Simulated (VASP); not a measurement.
# Si62Sb (a cell with a defect): single point with PBE

Si62Sb (a cell with a defect):

```
Si Sb
1.0
    10.86000    0.00000    0.00000
     0.00000   10.86000    0.00000
     0.00000    0.00000   10.86000
Si Sb
62 1
Direct
  0.49762 0.99972 0.00007
  0.62439 0.12525 0.12373
  0.74992 0.25199 0.00011
  0.87674 0.37354 0.12580
  0.74935 0.00028 0.24855
  0.87325 0.12385 0.37548
  0.99759 0.99981 0.99772
  0.12548 0.12414 0.12295
  0.24875 0.25138 0.99844
  0.37484 0.37492 0.12450
  0.49838 0.50097 0.99844
  0.62561 0.62429 0.12292
  0.74994 0.75219 0.99765
  0.87449 0.87524 0.12411
  0.25039 0.99974 0.24732
  0.37405 0.12527 0.37403
  0.49956 0.25012 0.24921
  0.62439 0.37566 0.37400
  0.75000 0.49933 0.24729
  0.87371 0.62494 0.37266
  0.49890 0.00037 0.49905
  0.62583 0.12393 0.62295
  0.74933 0.25085 0.49898
  0.87449 0.37519 0.62410
  0.74802 0.00174 0.75306
  0.87367 0.12674 0.87442
  0.99861 0.50098 0.99829
  0.12386 0.62578 0.12287
  0.24869 0.75101 0.99832
  0.37613 0.87290 0.12583
  0.00075 0.24858 0.25079
  0.12543 0.37644 0.37524
  0.24871 0.50094 0.24798
  0.37314 0.62424 0.37530
  0.50111 0.74892 0.25081
  0.62581 0.87640 0.37556
  0.00338 0.00166 0.49769
  0.12475 0.12673 0.62332
  0.25042 0.25204 0.49957
  0.37619 0.37349 0.62636
  0.49763 0.49929 0.49955
  0.62293 0.62491 0.62332
  0.74801 0.74620 0.49772
  0.24813 0.99985 0.74722
  0.37325 0.12413 0.87517
  0.50110 0.24856 0.75046
  0.62560 0.37645 0.87516
  0.74984 0.50152 0.74713
  0.87146 0.62308 0.87613
  0.99937 0.75028 0.24856
  0.12468 0.87600 0.37264
  0.99758 0.50166 0.49964
  0.12644 0.62323 0.62146
  0.24802 0.75219 0.49963
  0.37450 0.87524 0.62414
  0.99939 0.25072 0.74904
  0.12392 0.37643 0.87350
  0.24872 0.50098 0.74822
  0.37329 0.62576 0.87355
  0.49895 0.75029 0.74903
  0.62296 0.87605 0.87438
  0.12656 0.87816 0.87613
  0.90742 0.84229 0.65720
```

* Program: VASP 6.6.1
* Task: single point
* Functional: PBE
* Potentials or basis: VASP PAW PBE potentials, release 64 (Si, Sb)
* Cutoff: 520 eV
* k mesh: 1 × 1 × 1
* Occupations: gaussian, width 0.05 eV
* Spin: collinear spin, zero start
* Dipole correction: no
* Further INCAR settings: LREAL = Auto; ALGO = Normal; EDIFF = 1e-06; NBANDS = 168

```json
{"Pressure": "2.5 GPa", "Largest force": "0.051 eV/Å", "Net moment": "0.00 μB per cell", "Valence electrons inside the program's atomic spheres": "Si 1.70, 1.69, 1.68, 1.66 (each value once); Sb 2.45"}
```

Forces in eV/Å, atoms in the order of the input:
```
Si   0.002  0.009  0.001
Si   0.001 -0.004 -0.005
Si  -0.007  0.001 -0.005
Si   0.010 -0.005  0.002
Si  -0.004  0.003 -0.007
Si  -0.003  0.001  0.000
Si  -0.011  0.001 -0.001
Si   0.005 -0.002 -0.003
Si   0.002  0.004  0.002
Si   0.004 -0.007  0.006
Si  -0.001 -0.001  0.001
Si   0.002 -0.007 -0.002
Si  -0.002  0.011  0.001
Si  -0.001 -0.001 -0.003
Si  -0.003  0.006 -0.001
Si  -0.003 -0.002  0.005
Si  -0.003  0.002 -0.005
Si   0.003  0.008  0.002
Si  -0.014 -0.002  0.000
Si   0.004 -0.003 -0.001
Si  -0.011  0.005 -0.003
Si  -0.001 -0.002 -0.004
Si  -0.002  0.008 -0.004
Si  -0.001 -0.001 -0.001
Si  -0.026  0.022  0.015
Si   0.005  0.002  0.003
Si   0.002 -0.002  0.002
Si   0.004 -0.004 -0.003
Si   0.002  0.001  0.002
Si   0.002 -0.007  0.001
Si  -0.003 -0.002  0.002
Si   0.008  0.005  0.003
Si   0.000  0.001  0.001
Si   0.003 -0.005 -0.005
Si  -0.001  0.002  0.005
Si   0.002  0.000 -0.002
Si   0.012  0.025 -0.023
Si   0.003  0.000  0.003
Si  -0.004 -0.001 -0.010
Si   0.001 -0.002  0.010
Si  -0.001  0.000 -0.009
Si  -0.001 -0.005  0.004
Si  -0.021 -0.006 -0.024
Si  -0.004 -0.002 -0.015
Si  -0.002  0.001  0.008
Si   0.004  0.003  0.000
Si  -0.004 -0.003  0.006
Si   0.003  0.007 -0.010
Si   0.008 -0.006  0.006
Si   0.002 -0.003  0.004
Si   0.005 -0.003 -0.002
Si  -0.009  0.001 -0.002
Si   0.007  0.001 -0.004
Si  -0.007  0.006  0.003
Si   0.000  0.002 -0.002
Si   0.002  0.001  0.002
Si   0.003  0.004  0.004
Si   0.008 -0.005  0.010
Si  -0.006 -0.003  0.001
Si   0.001 -0.001  0.005
Si  -0.001 -0.004  0.000
Si   0.006 -0.007  0.009
Sb   0.028 -0.033  0.027
```

Stress tensor (GPa, compression positive):
```
 2.54 -0.08  0.08
-0.08  2.54 -0.08
 0.08 -0.08  2.53
```

Levels at points of the mesh, in eV from the Fermi level:
Spin up:
```csv
k point,band 122,band 123,band 124,band 125,band 126,band 127,band 128,band 129,band 130,band 131
"(0.00, 0.00, 0.00)",-1.70,-0.94,-0.94,-0.92,-0.25,0.02,0.02,0.11,0.11,0.14
```
Spin down:
| k point | band 122 | band 123 | band 124 | band 125 | band 126 | band 127 | band 128 | band 129 | band 130 | band 131 |
| --- | --- | --- | --- | --- | --- | --- | --- | --- | --- | --- |
| (0.00, 0.00, 0.00) | -1.70 | -0.94 | -0.94 | -0.92 | -0.25 | 0.02 | 0.02 | 0.11 | 0.11 | 0.14 |

Wall time 9.6 min on 1 thread of Intel(R) Xeon(R) 6975P-C (Granite Rapids), on a shared host, peak memory 1.5 GiB.

Caveat: the k points lie up to 0.58 Å⁻¹ apart; no moment was typed at the start, so none could form; spin-orbit coupling is left out, which moves the levels of the heavy elements.
